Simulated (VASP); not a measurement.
Set up this calculation in VASP 6.6.1, as the native input.

| Item | Value |
| --- | --- |
| Task | single point |
| Functional | PBE |
| Potentials or basis | VASP PAW PBE potentials, release 64 (Rb_sv) |
| Cutoff | 520 eV |
| k mesh | 3 × 3 × 3 |
| Occupations | methfessel-paxton, width 0.032 eV |
| Spin | no spin polarisation |
| Dipole correction | no |
| Further INCAR settings | ALGO = Normal; EDIFF = 1e-07; NBANDS = 20 |

The structure of Rb lies in POSCAR:

```
Rb
1.0
    2.5376398721      1.4651070633     12.6889018100
   -2.5376398721      1.4651070633     12.6889018100
    0.0000000000     -2.9302141265     12.6889018100
Rb
3
Direct
    0.0000000000      0.0000000000      0.0000000000
    0.7776223900      0.7776223900      0.7776223900
    0.2223776100      0.2223776100      0.2223776100
```

The input as run:

INCAR

```
SYSTEM = Rb
ALGO     = Normal         ! electronic algorithm
EDIFF    = 1E-7           ! SCF threshold, eV
ENCUT    = 520            ! plane-wave cutoff, eV
GGA      = PE             ! functional
ISIF     = 2              ! what is computed and relaxed
ISMEAR   = 1              ! smearing method
LASPH    = .True.         ! aspherical terms in the spheres
LCHARG   = .True.         ! write CHGCAR
LELF     = .True.         ! ELF
LREAL    = .False.        ! projectors in reciprocal space
LVHAR    = .True.       
LWAVE    = .False.        ! write WAVECAR
NBANDS   = 20             ! bands
NELM     = 80             ! most SCF steps
PREC     = Accurate       ! precision mode
SIGMA    = 0.032          ! smearing width, eV
```

KPOINTS

```
k-points
0
Gamma
  3 3 3
  0 0 0
```

Potentials or basis: VASP PAW PBE potentials, release 64 (Rb_sv).

Run with:

```bash
$ cat potpaw_PBE.64/Rb_sv/POTCAR > POTCAR
$ mpirun -np 1 vasp_std > vasp.out
```

It gave:

```json
{"Pressure": "-0.1 GPa", "Largest force": "0.003 eV/Å"}
```

Caveat: the k points lie up to 0.48 Å⁻¹ apart.

Run time: 12 min on 1 thread of AMD EPYC 7R13 (shared host), peak memory 1.4 GiB.
